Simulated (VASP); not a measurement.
# La (Im-3m) in VASP: notebook

La is run at these levels: LDA; tasks: single point.

Program: VASP 6.6.1. These are calculated values, not measurements. Logs are shortened: lines on timing, memory, paths and dates and some standing lists are left out, and cuts for length are marked.

### 1 The cell of the first run

It takes space group Im-3m (No. 229, cubic). Conventional cell: a = 3.360 Å, b = 3.360 Å, c = 3.360 Å, α = 90.00°, β = 90.00°, γ = 90.00°. Within 3.8 Å of La (site symmetry m-3m) lie 14 La at 2.91 to 3.36 Å.

### 2 Single point, LDA

INCAR reads:

```
ALGO = Normal ; EDIFF = 1E-6
ENCUT = 520 ; ISIF = 2
ISMEAR = 1 ; LASPH = T
LCHARG = F ; LREAL = F
LWAVE = F ; NBANDS = 12
NELM = 100 ; PREC = Accurate
SIGMA = 0.05
```

KPOINTS reads:

```
k-points
0
Gamma
  8 8 8
```

POSCAR reads:

```
La
1.0
    1.6801981276      1.6801981276      1.6801981276
   -1.6801981276      1.6801981276      1.6801981276
   -1.6801981276     -1.6801981276      1.6801981276
La
1
Direct
    0.0000000000      0.0000000000      0.0000000000
```

Potentials or basis: VASP PAW LDA potentials, release 64 (La).

Run with:

```sh
$ cat potpaw_LDA.64/La/POTCAR > POTCAR
$ mpirun -np 1 vasp_std > vasp.out
```

OUTCAR:

```text
EDIFF = 1E-6
   ENCUT = 520
   ISIF = 2
   ISMEAR = 1
   LASPH = T
   LREAL = F
   NELM = 100
   PREC = Accurate

 ion  position               nearest neighbor table
   1  0.000  0.000  0.000-

  LATTYP: Found a body centered cubic cell.
 ALAT       =     3.3603962552

  Lattice vectors:

 A1 = (   1.6801981276,  -1.6801981276,  -1.6801981276)
 A2 = (   1.6801981276,   1.6801981276,   1.6801981276)
 A3 = (  -1.6801981276,  -1.6801981276,   1.6801981276)

Analysis of symmetry for initial positions (statically):
=====================================================================
 Subroutine PRICEL returns:
 Original cell was already a primitive cell.

 Routine SETGRP: Setting up the symmetry group for a
 body centered cubic supercell.

 Subroutine GETGRP returns: Found 48 space group operations
 (whereof 48 operations were pure point group operations)
 out of a pool of 48 trial point group operations.

The static configuration has the point symmetry O_h .

Analysis of symmetry for dynamics (positions and initial velocities):
=====================================================================
 Subroutine PRICEL returns:
 Original cell was already a primitive cell.

 Routine SETGRP: Setting up the symmetry group for a
 body centered cubic supercell.

 Subroutine GETGRP returns: Found 48 space group operations
 (whereof 48 operations were pure point group operations)
 out of a pool of 48 trial point group operations.

The dynamic configuration has the point symmetry O_h .

 Subroutine INISYM returns: Found 48 space group operations
 (whereof 48 operations are pure point group operations),
 and found     1 'primitive' translations

----------------------------------------------------------------------------------------

                                     Primitive cell

  volume of cell :      18.9732

  direct lattice vectors                    reciprocal lattice vectors
     1.680198128  1.680198128  1.680198128     0.297583953  0.000000000  0.297583953
    -1.680198128  1.680198128  1.680198128    -0.297583953  0.297583953  0.000000000
    -1.680198128 -1.680198128  1.680198128     0.000000000 -0.297583953  0.297583953

  length of vectors
     2.910188524  2.910188524  2.910188524     0.420847262  0.420847262  0.420847262

  position of ions in fractional coordinates (direct lattice)
     0.000000000  0.000000000  0.000000000

  ion indices of the primitive-cell ions
   primitive index   ion index
                 1           1

----------------------------------------------------------------------------------------

 KPOINTS: k-points

Automatic generation of k-mesh.
 Grid dimensions read from file:
 generate k-points for:    8    8    8

 Generating k-lattice:

  Cartesian coordinates                     Fractional coordinates (reciprocal lattice)
     0.037197994  0.000000000  0.037197994     0.125000000  0.000000000  0.000000000
    -0.037197994  0.037197994  0.000000000     0.000000000  0.125000000  0.000000000
     0.000000000 -0.037197994  0.037197994     0.000000000  0.000000000  0.125000000

  Length of vectors
     0.052605908  0.052605908  0.052605908

  Shift w.r.t. Gamma in fractional coordinates (k-lattice)
     0.000000000  0.000000000  0.000000000

 Subroutine IBZKPT returns following result:
 ===========================================

 Found     29 irreducible k-points:

 Following reciprocal coordinates:
            Coordinates               Weight
  0.000000  0.000000  0.000000      1.000000
  0.125000  0.000000  0.000000     12.000000
  0.250000  0.000000  0.000000     12.000000
  0.375000  0.000000  0.000000     12.000000
  0.500000  0.000000  0.000000      6.000000
  0.250000  0.125000  0.000000     24.000000
[... 16 lines left out ...]
  0.375000  0.250000  0.250000     24.000000
  0.500000  0.250000  0.250000     12.000000
 [... further k-points ...]
   k-points           NKPTS =     29   k-points in BZ     NKDIM =     29   number of bands    NBANDS=     12
   number of dos      NEDOS =    301   number of ions     NIONS =      1
   total plane-waves  NPLWV =  13824
   dimension x,y,z NGX =    24 NGY =   24 NGZ =   24
   dimension x,y,z NGXF=    48 NGYF=   48 NGZF=   48
   ions per type =               1
   NGX,Y,Z   is equivalent  to a cutoff of  13.71, 13.71, 13.71 a.u.
   NGXF,Y,Z  is equivalent  to a cutoff of  27.42, 27.42, 27.42 a.u.
 SYSTEM =  unknown system
   PREC   = accura    normal or accurate (medium, high low for compatibility)
   ISTART =      0    job   : 0-new  1-cont  2-samecut
   ICHARG =      2    charge: 1-file 2-atom 10-const
   ISPIN  =      1    spin polarized calculation?
   LNONCOLLINEAR =      F non collinear calculations
   LSORBIT =      F    spin-orbit coupling
   LASPH  =      T    aspherical Exc in radial PAW
   ENCUT  =  520.0 eV  38.22 Ry    6.18 a.u.   5.41  5.41  5.41*2*pi/ulx,y,z
   NELM   =    100;   NELMIN=  2; NELMDL= -5     # of ELM steps
   EDIFF  = 0.1E-05   stopping-criterion for ELM
   LREAL  =      F    real-space projection
   EDIFFG = 0.1E-04   stopping-criterion for IOM
   NSW    =      0    number of steps for IOM
   IBRION =     -1    ionic relax: 0-MD 1-quasi-New 2-CG
   NFREE  =      0    steps in history (QN), initial steepest desc. (CG)
   ISIF   =      2    stress and relaxation
   ISYM   =      2    0-nonsym 1-usesym 2-fastsym
   POTIM  = 0.5000    time-step for ionic-motion
   TEBEG  =    0.0;   TEEND  =   0.0 temperature during run
   PSTRESS=    0.0 pullay stress
   NELECT =      11.0000    total number of electrons
   NUPDOWN=      -1.0000    fix difference up-down
   EMIN   =  10.00;   EMAX   =-10.00  energy-range for DOS
   EFERMI =   0.00;   METHOD = LEGACY
   ISMEAR =     1;   SIGMA  =   0.05  broadening in eV -4-tet -1-fermi 0-gaus
   EFERMI_NEDOS =   21; number of points for ismear=-14 and -15
   IALGO  =     38    algorithm
   IMIX   =      4    mixing-type and parameters
     AMIX     =   0.40;   BMIX     =  1.00
     AMIX_MAG =   1.60;   BMIX_MAG =  1.00
  volume/ion in A,a.u.               =      18.97       128.04
  Fermi-wavevector in a.u.,A,eV,Ry     =   1.365081  2.579630 25.353741  1.863447
  Thomas-Fermi vector in A             =   2.491341
   LORBIT       =      0    0 simple, 1 ext, 2 COOP (PROOUT), +10 PAW based schemes
   GGA     = CA    functional components
   LHFCALC =     F    Hartree Fock is set to
   AEXX    =    0.0000 exact exchange contribution
   IVDW    =     0    specifies the selected vdW correction
   LEPSILON=     F    determine dielectric tensor
   LRPA    =     F    only Hartree local field effects (RPA)
 non-spin polarized calculation
 Methfessel and Paxton  Order N= 1 SIGMA  =   0.05
  energy-cutoff  :      520.00
  volume of cell :       18.97
 maximum number of plane-waves:       532
 NGX is ok and might be reduce to    24
   NGX = 11   NGY = 11   NGZ = 11

 number of electron      10.9999999 magnetization

 Free energy of the ion-electron system (eV)
  ---------------------------------------------------
  ext. energy  EPLUGINS =         0.00000000
  ---------------------------------------------------
  free energy    TOTEN  =        -4.23674169 eV

  energy without entropy =       -4.23629054  energy(sigma->0) =       -4.23659131

 E-fermi :  16.1614     XC(G=0): -12.8182

 val. band max:       16.1503966861   @ k =   0.2500   0.1250   0.0000
 cond. band min:      16.2319821457   @ k =   0.1250   0.5000   0.1250
 fundamental gap:      0.0815854596
 Fermi energy:        16.1613822171

 k-point     1 :       0.0000    0.0000    0.0000
  band No.  band energies     occupation
      1     -17.3032      2.00000
      2       3.6153      2.00000
      3       3.6153      2.00000
      4       3.6153      2.00000
      5      16.2763     -0.00543
      6      17.8182      0.00000
      7      17.8182      0.00000
      8      17.8182      0.00000
      9      18.4207      0.00000
     10      18.4207      0.00000
     11      18.4207      0.00000
     12      20.5354      0.00000

 k-point     2 :       0.1250    0.0000    0.0000
  band No.  band energies     occupation
      1     -17.0649      2.00000
      2       2.3339      2.00000
      3       3.2182      2.00000
      4       3.5674      2.00000
      5      16.4148     -0.00000
      6      16.9148     -0.00000
      7      17.6506      0.00000
      8      17.7669      0.00000
      9      18.7935      0.00000
     10      19.1221      0.00000
     11      19.2692      0.00000
     12      20.3476      0.00000

 k-point     3 :       0.2500    0.0000    0.0000
  band No.  band energies     occupation
      1     -16.4245      2.00000
      2      -0.2265      2.00000
      3       2.3815      2.00000
      4       3.4462      2.00000
      5      14.8848      2.00000
      6      15.8657      2.00000
      7      17.7973      0.00000
      8      18.6625      0.00000
      9      19.2129      0.00000
     10      19.7118      0.00000
     11      20.1749      0.00000
     12      20.2174      0.00000

 k-point     4 :       0.3750    0.0000    0.0000
  band No.  band energies     occupation
      1     -15.6551      2.00000
      2      -2.4760      2.00000
      3       1.6675      2.00000
      4       3.3180      2.00000
      5      13.7671      2.00000
      6      15.1445      2.00000
      7      18.0026      0.00000
      8      18.7617      0.00000
      9      19.4140      0.00000
     10      20.0102      0.00000
     11      20.2922      0.00000
     12      20.4458      0.00000

 k-point     5 :       0.5000    0.0000    0.0000
  band No.  band energies     occupation
      1     -15.2803      2.00000
      2      -3.3859      2.00000
      3       1.3985      2.00000
      4       3.2632      2.00000
      5      13.3739      2.00000
      6      14.8909      2.00000
      7      18.1270      0.00000
      8      18.7575      0.00000
      9      19.4767      0.00000
     10      20.0984      0.00000
     11      20.3855      0.00000
     12      20.4931      0.00000
[... 228 lines left out ...]
      1     -15.0936      2.00000
      2      -2.0575      2.00000
      3      -0.5735      2.00000
      4       1.1141      2.00000
      5      16.8303     -0.00000
      6      18.5234      0.00000
      7      18.9514      0.00000
      8      19.3371      0.00000
      9      19.5024      0.00000
     10      19.8419      0.00000
     11      20.0373      0.00000
     12      20.1925      0.00000

 k-point    22 :       0.2500    0.2500    0.2500
  band No.  band energies     occupation
      1     -15.6402      2.00000
      2      -0.3682      2.00000
      3       1.0588      2.00000
      4       1.0588      2.00000
      5      13.9491      2.00000
      6      18.0559      0.00000
      7      18.0559      0.00000
      8      18.3362      0.00000
      9      18.4666      0.00000
     10      19.5141      0.00000
     11      20.1000      0.00000
     12      20.1000      0.00000

 k-point    23 :       0.3750    0.2500    0.2500
  band No.  band energies     occupation
      1     -14.9742      2.00000
      2      -1.6838      2.00000
      3       0.3116      2.00000
      4       0.8388      2.00000
      5      13.3456      2.00000
      6      16.4605     -0.00000
      7      17.8090      0.00000
      8      18.1733      0.00000
      9      19.0831      0.00000
     10      19.9453      0.00000
     11      20.2906      0.00000
     12      20.3452      0.00000

 k-point    24 :       0.5000    0.2500    0.2500
  band No.  band energies     occupation
      1     -14.6589      2.00000
      2      -2.3697      2.00000
      3       0.0324      2.00000
      4       0.8945      2.00000
      5      13.5469      2.00000
      6      15.2635      2.00000
      7      17.6542      0.00000
      8      18.0398      0.00000
      9      19.3520      0.00000
     10      20.1215      0.00000
     11      20.3953      0.00000
     12      20.5057      0.00000

 [... further k-points ...]

------------------------ aborting loop because EDIFF is reached ----------------------------------------

  FORCE on cell =-STRESS in cart. coord.  units (eV):
  Direction    XX          YY          ZZ          XY          YZ          ZX
  --------------------------------------------------------------------------------------
  -------------------------------------------------------------------------------------
  Total        5.2934074      5.2934074      5.2934074      0.0000000     -0.0000000      0.0000000
  in kB      446.9968079    446.9968079    446.9968079      0.0000000     -0.0000000      0.0000000
  external PRESSURE =     446.9968079 kB  Pullay stress =       0.0000000 kB

 VOLUME and BASIS-vectors are now :
 -----------------------------------------------------------------------------
  energy-cutoff  :      520.00
  volume of cell :       18.97
      direct lattice vectors                 reciprocal lattice vectors
     1.680198128  1.680198128  1.680198128     0.297583953  0.000000000  0.297583953
    -1.680198128  1.680198128  1.680198128    -0.297583953  0.297583953  0.000000000
    -1.680198128 -1.680198128  1.680198128     0.000000000 -0.297583953  0.297583953

 POSITION                                       TOTAL-FORCE (eV/Angst)
 -----------------------------------------------------------------------------------
      0.00000      0.00000      0.00000         0.000000     -0.000000     -0.000000
 -----------------------------------------------------------------------------------
    total drift:                               -0.000000     -0.000000      0.000000

  FREE ENERGIE OF THE ION-ELECTRON SYSTEM (eV)
  ---------------------------------------------------
  free  energy   TOTEN  =        -4.2367416907 eV

  energy  without entropy=       -4.2362905407  energy(sigma->0) =       -4.23659131
```

It took 6.5 s on 1 thread of Intel Xeon 6975P-C, shared host; peak memory 0.14 GiB.

What came out:

| Item | Value |
| --- | --- |
| Free energy | -4.2367 eV |
| Pressure | 44.7 GPa |

Caveat: spin-orbit coupling is left out, which moves the levels of the heavy elements.

### 3 Single point, LDA

This run uses another cell than the first one, of 20.91 Å³/atom, 1.102 times its volume.

INCAR reads:

```
SYSTEM = La
PREC = Accurate
ENCUT = 520
EDIFF = 1E-7
ISMEAR = 1
SIGMA = 0.05
LREAL = .FALSE.
LASPH = .TRUE.
NELM = 100
ALGO = Normal
ISIF = 2
LWAVE = .FALSE.
LCHARG = .FALSE.
NBANDS = 12
```

KPOINTS reads:

```
regular mesh
0
G
  8 8 8
  0 0 0
```

POSCAR reads:

```
La
1.0
    1.7355930924      1.7355930924      1.7355930924
   -1.7355930924      1.7355930924      1.7355930924
   -1.7355930924     -1.7355930924      1.7355930924
La
1
Direct
    0.0000000000      0.0000000000      0.0000000000
```

Potentials or basis: VASP PAW LDA potentials, release 64 (La).

Run with:

```sh
$ cat potpaw_LDA.64/La/POTCAR > POTCAR
$ mpirun -np 1 vasp_std > vasp.out
```

Run time: 6.6 s. Hardware: 1 thread of Intel Xeon 6975P-C, shared host; peak memory 0.14 GiB.

It converged, with:

| Property | Result |
| --- | --- |
| Free energy | -4.6772 eV |
| Pressure | 29.9 GPa |

Levels at points of the mesh, in eV from the Fermi level:
| k point | band 3 | band 4 | band 5 | band 6 | band 7 | band 8 | band 9 | band 10 |
| --- | --- | --- | --- | --- | --- | --- | --- | --- |
| (0.00, 0.00, 0.00) | -13.13 | -13.13 | -0.83 | 1.75 | 1.75 | 1.75 | 2.16 | 2.16 |
| (0.50, 0.00, 0.00) | -14.93 | -13.38 | -2.63 | -1.02 | 1.95 | 2.51 | 3.08 | 3.65 |
| (0.50, 0.50, 0.50) | -16.92 | -16.92 | -4.14 | -4.14 | 2.33 | 3.15 | 3.15 | 3.15 |

Caveat: spin-orbit coupling is left out, which moves the levels of the heavy elements.

### 4 Single point, LDA

This run uses another cell than the first one, of 24.06 Å³/atom, 1.268 times its volume.

INCAR reads:

```
SYSTEM = La
PREC = Accurate
ENCUT = 520
EDIFF = 1E-7
ISMEAR = 1
SIGMA = 0.05
LREAL = .False.
LASPH = .True.
NELM = 100
ALGO = Normal
ISIF = 2
LWAVE = .False.
LCHARG = .True.
GGA = CA
LELF = .True.
LVHAR = .True.
NBANDS = 12
```

KPOINTS reads:

```
Automatic mesh
0
Gamma
  8 8 8
  0 0 0
```

POSCAR reads:

```
La
1.0
    1.8185366423      1.8185366423      1.8185366423
   -1.8185366423      1.8185366423      1.8185366423
   -1.8185366423     -1.8185366423      1.8185366423
La
1
Direct
    0.0000000000      0.0000000000      0.0000000000
```

Run with:

```sh
$ cat potpaw_LDA.64/La/POTCAR > POTCAR
$ mpirun -np 1 vasp_std > vasp.out
```

Wall time 6.8 s (1 thread of Intel Xeon 6975P-C, shared host); peak memory 0.14 GiB.

Results (log left out):

| Property | Result |
| --- | --- |
| Free energy | -5.0899 eV |
| Pressure | 14.9 GPa |

Levels at points of the mesh, in eV from the Fermi level:
```
           k point  band 2  band 3  band 4  band 5  band 6  band 7  band 8  band 9
(0.00, 0.00, 0.00)  -13.86  -13.86  -13.86   -1.83    1.80    1.80    1.80    2.02
(0.50, 0.00, 0.00)  -18.10  -15.17  -14.01   -2.39   -0.71    1.91    2.34    2.77
(0.50, 0.50, 0.50)  -16.66  -16.66  -16.66   -3.39   -3.39    2.22    2.79    2.79
```

Caveat: spin-orbit coupling is left out, which moves the levels of the heavy elements.

### 5 Overview

```csv
cell,gap on the mesh (eV),pressure (GPa)
"a = 2.910 Å, angles 70.5, 109.5, 70.5°, 1 atom",none,44.7
"a = 3.006 Å, angles 70.5, 109.5, 70.5°, 1 atom",none,29.9
"a = 3.150 Å, angles 70.5, 109.5, 70.5°, 1 atom",none,14.9
```

Alike in all rows: task single point; level LDA; potentials or basis VASP PAW LDA potentials, release 64 (La); no spin polarisation; k mesh 8 × 8 × 8; cutoff (eV) 520; smearing methfessel-paxton 0.05 eV.

Caveats: spin-orbit coupling is left out, which moves the levels of the heavy elements.

Absolute energies hang on the potentials; compare differences alone.
